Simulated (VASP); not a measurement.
# MgSe (Fm-3m) in VASP: notebook, part 3 of 3

VASP 6.6.1. The steps go on from the part before.

### Step 6. Single point, r2SCAN

POSCAR

```
MgSe
1.0
    0.0000000000      2.7362693764      2.7362693764
    2.7362693764      0.0000000000      2.7362693764
    2.7362693764      2.7362693764      0.0000000000
Mg Se
1 1
Direct
    0.0000000000      0.0000000000      0.0000000000
    0.5000000000      0.5000000000      0.5000000000
```

INCAR.step1

```
SYSTEM = MgSe
  ALGO = Normal
  EDIFF = 1E-5
  ENCUT = 660
  GGA = PE
  GGA_COMPAT = .False.
  ISMEAR = 0
  LASPH = .True.
  LCHARG = .False.
  LREAL = .False.
  LWAVE = .True.
  NBANDS = 11
  NELM = 120
  PREC = Accurate
  SIGMA = 0.01
```

INCAR.step2

```
SYSTEM = MgSe
  ALGO = Normal
  EDIFF = 1E-6
  ENCUT = 660
  GGA_COMPAT = .False.
  ISIF = 2
  ISMEAR = 0
  ISTART = 1
  LASPH = .True.
  LCHARG = .False.
  LMIXTAU = .True.
  LREAL = .False.
  LWAVE = .False.
  METAGGA = R2SCAN
  NBANDS = 11
  NELM = 120
  PREC = Accurate
  SIGMA = 0.01
```

KPOINTS

```
k-points
0
Gamma
  8 8 8
  0 0 0
```

Potentials or basis: VASP PAW PBE potentials, release 64 (Mg, Se).

Run with:

```bash
$ cat potpaw_PBE.64/Mg/POTCAR potpaw_PBE.64/Se/POTCAR > POTCAR
$ cp INCAR.step1 INCAR
$ mpirun -np 1 vasp_std > vasp.out
$ cp INCAR.step2 INCAR
$ mpirun -np 1 vasp_std > vasp.out
```

OUTCAR:

```text
SYSTEM = MgSe
   EDIFF = 1E-6
   ENCUT = 660
   ISIF = 2
   ISMEAR = 0
   ISTART = 1
   LASPH = .True.
   LREAL = .False.
   METAGGA = R2SCAN
   NELM = 120
   PREC = Accurate

 ion  position               nearest neighbor table
   1  0.000  0.000  0.000-   2 2.74   2 2.74   2 2.74   2 2.74   2 2.74   2 2.74
   2  0.500  0.500  0.500-   1 2.74   1 2.74   1 2.74   1 2.74   1 2.74   1 2.74

  LATTYP: Found a face centered cubic cell.
 ALAT       =     5.4725387528

  Lattice vectors:

 A1 = (   0.0000000000,   2.7362693764,   2.7362693764)
 A2 = (   2.7362693764,   0.0000000000,   2.7362693764)
 A3 = (   2.7362693764,   2.7362693764,   0.0000000000)

Analysis of symmetry for initial positions (statically):
=====================================================================
 Subroutine PRICEL returns:
 Original cell was already a primitive cell.

 Routine SETGRP: Setting up the symmetry group for a
 face centered cubic supercell.

 Subroutine GETGRP returns: Found 48 space group operations
 (whereof 48 operations were pure point group operations)
 out of a pool of 48 trial point group operations.

The static configuration has the point symmetry O_h .

Analysis of symmetry for dynamics (positions and initial velocities):
=====================================================================
 Subroutine PRICEL returns:
 Original cell was already a primitive cell.

 Routine SETGRP: Setting up the symmetry group for a
 face centered cubic supercell.

 Subroutine GETGRP returns: Found 48 space group operations
 (whereof 48 operations were pure point group operations)
 out of a pool of 48 trial point group operations.

The dynamic configuration has the point symmetry O_h .

 Subroutine INISYM returns: Found 48 space group operations
 (whereof 48 operations are pure point group operations),
 and found     1 'primitive' translations

----------------------------------------------------------------------------------------

                                     Primitive cell
[... 114 lines left out ...]
  Thomas-Fermi vector in A             =   2.078046
   LORBIT       =      0    0 simple, 1 ext, 2 COOP (PROOUT), +10 PAW based schemes
   METAGGA = R2SCAN    functional components
   LHFCALC =     F    Hartree Fock is set to
   AEXX    =    0.0000 exact exchange contribution
   IVDW    =     0    specifies the selected vdW correction
   LEPSILON=     F    determine dielectric tensor
   LRPA    =     F    only Hartree local field effects (RPA)
 non-spin polarized calculation
 Gauss-broadening in eV      SIGMA  =   0.01
  energy-cutoff  :      660.00
  volume of cell :       40.97
 maximum number of plane-waves:      1604
   NGX = 17   NGY = 17   NGZ = 17

 number of electron       8.0000000 magnetization

 Free energy of the ion-electron system (eV)
  ---------------------------------------------------
  ext. energy  EPLUGINS =         0.00000000
  ---------------------------------------------------
  free energy    TOTEN  =       -21.38139631 eV

  energy without entropy =      -21.38139631  energy(sigma->0) =      -21.38139631

 E-fermi :   2.9652     XC(G=0):  -9.8050

 val. band max:        2.8698325293   @ k =   0.0000   0.0000   0.0000
 cond. band min:       5.3102335005   @ k =   0.5000   0.5000   0.0000
 fundamental gap:      2.4404009712
 Fermi energy:         2.9652141854

 k-point     1 :       0.0000    0.0000    0.0000
  band No.  band energies     occupation
      1     -10.4506      2.00000
      2       2.8698      2.00000
      3       2.8698      2.00000
      4       2.8698      2.00000
      5       6.2800      0.00000
      6      10.8995      0.00000
      7      10.8995      0.00000
      8      10.8995      0.00000
      9      13.4178      0.00000
     10      13.4178      0.00000
     11      14.8342      0.00000
[... 309 lines left out ...]
 k-point    24 :      -0.3750    0.2500    0.1250
  band No.  band energies     occupation
      1      -9.1471      2.00000
      2      -1.5190      2.00000
      3       0.6686      2.00000
      4       1.6646      2.00000
      5       8.2316      0.00000
      6       8.9506      0.00000
      7      11.2791      0.00000
      8      12.6893      0.00000
      9      14.7912      0.00000
     10      15.5825      0.00000
     11      18.0157      0.00000

 [... further k-points ...]
[... 5 lines left out ...]
  --------------------------------------------------------------------------------------
  -------------------------------------------------------------------------------------
  Total       -0.0807667     -0.0807667     -0.0807667      0.0000000     -0.0000000      0.0000000
  in kB       -3.1581771     -3.1581771     -3.1581771      0.0000000     -0.0000000      0.0000000
  external PRESSURE =      -3.1581771 kB  Pullay stress =       0.0000000 kB

 VOLUME and BASIS-vectors are now :
 -----------------------------------------------------------------------------
  energy-cutoff  :      660.00
  volume of cell :       40.97
      direct lattice vectors                 reciprocal lattice vectors
     0.000000000  2.736269376  2.736269376    -0.182730547  0.182730547  0.182730547
     2.736269376  0.000000000  2.736269376     0.182730547 -0.182730547  0.182730547
     2.736269376  2.736269376  0.000000000     0.182730547  0.182730547 -0.182730547

 POSITION                                       TOTAL-FORCE (eV/Angst)
 -----------------------------------------------------------------------------------
      0.00000      0.00000      0.00000        -0.000000      0.000000      0.000000
      2.73627      2.73627      2.73627         0.000000     -0.000000      0.000000
 -----------------------------------------------------------------------------------
    total drift:                               -0.000000     -0.000000      0.000000

  FREE ENERGIE OF THE ION-ELECTRON SYSTEM (eV)
  ---------------------------------------------------
  free  energy   TOTEN  =       -21.3813963052 eV

  energy  without entropy=      -21.3813963052  energy(sigma->0) =      -21.38139631
```

OUTCAR.step1:

```text
SYSTEM = MgSe
   EDIFF = 1E-5
   ENCUT = 660
   GGA = PE
   ISMEAR = 0
   LASPH = .True.
   LREAL = .False.
[... 556 lines left out ...]
      0.00000      0.00000      0.00000         0.000000      0.000000     -0.000000
      2.73627      2.73627      2.73627        -0.000000     -0.000000      0.000000
 -----------------------------------------------------------------------------------
    total drift:                               -0.000000     -0.000000      0.000000

  FREE ENERGIE OF THE ION-ELECTRON SYSTEM (eV)
  ---------------------------------------------------
  free  energy   TOTEN  =        -7.4880753483 eV

  energy  without entropy=       -7.4880753483  energy(sigma->0) =       -7.48807535
```

It took 60 s on 1 thread of Intel Xeon Platinum 8259CL at 2.50GHz (Skylake/Cascade Lake), shared host; peak memory 0.19 GiB.

What came out:

| Item | Value |
| --- | --- |
| Free energy | -21.3814 eV |
| Pressure | -0.3 GPa |
| Band gap on the k mesh | 2.44 eV, indirect (least direct gap 3.41 eV) |

Levels at points of the mesh, in eV from the valence-band top:
```tsv
k point	band 1	band 2	band 3	band 4	band 5	band 6	band 7	band 8	band 9
(0.00, 0.00, 0.00)	-13.32	0.00	0.00	0.00	3.41	8.03	8.03	8.03	10.55
(0.50, 0.00, 0.00)	-12.19	-4.91	-0.60	-0.60	4.51	6.70	6.70	9.57	12.43
(0.50, 0.50, 0.00)	-11.86	-4.26	-1.79	-1.79	2.44	4.56	12.74	13.18	13.18
```

Caveat: the PAW data sets were made with another functional, which shifts forces and pressure a little. r2SCAN opens gaps a little over a GGA but as a rule still falls short of measured ones.

### Step 7. Overview

| cell | k mesh | gap on the mesh (eV) | pressure (GPa) |
| --- | --- | --- | --- |
| a = 3.870 Å, angles 60.0°, 2 atoms | 6 × 6 × 6 | 2.44 | -0.3 |
| a = 3.831 Å, angles 60.0°, 2 atoms | 6 × 6 × 6 | 2.49 | 1.9 |
| a = 3.908 Å, angles 60.0°, 2 atoms | 6 × 6 × 6 | 2.39 | -2.1 |
| a = 3.946 Å, angles 60.0°, 2 atoms | 6 × 6 × 6 | 2.33 | -3.7 |
| a = 3.870 Å, angles 60.0°, 2 atoms | 8 × 8 × 8 | 2.44 | -0.3 |

Alike in all rows: task single point; level r2SCAN; potentials or basis VASP PAW PBE potentials, release 64 (Mg, Se); no spin polarisation; cutoff (eV) 660; smearing gaussian 0.01 eV.

Caveats: the PAW data sets were made with another functional, which shifts forces and pressure a little.

Absolute energies hang on the potentials; compare differences alone.
